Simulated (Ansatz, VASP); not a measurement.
# Two plane-wave programs on GaSb

```
Ga Sb
1.0
     0.00000    3.05581    3.05581
     3.05581    0.00000    3.05581
     3.05581    3.05581    0.00000
Ga Sb
1 1
Cartesian
  0.0000 0.0000 0.0000
  4.5837 4.5837 4.5837
```

Alike in both runs: functional PBEsol; k mesh 14 × 14 × 14; occupations fermi-dirac, width 0.1 eV; no spin polarisation.

Ansatz relaxed the structure, and its values are those at the end. VASP's run is a single point on that final structure, the one shown.

|  | VASP | Ansatz |
| --- | --- | --- |
| version | VASP 6.6.1 | Ansatz 0.2.0 |
| potentials or method | VASP PAW PBE potentials, release 64 (Ga_d, Sb) | PAW with Ansatz's default frozen-core files, scalar-relativistic |
| plane-wave cutoff (eV) | 520 | 420 |
| valence electrons in the cell | 18 | 28 |

|  | VASP | Ansatz | Ansatz less VASP |
| --- | --- | --- | --- |
| pressure (GPa) | 0.1 | 0.0 | -0.10 |

VASP's potentials were made for PBE, not for PBEsol. VASP's potentials hold 18 valence electrons a cell and Ansatz's 28, so a difference there can come from the potentials and not from the codes.

Spin-orbit coupling is off throughout.
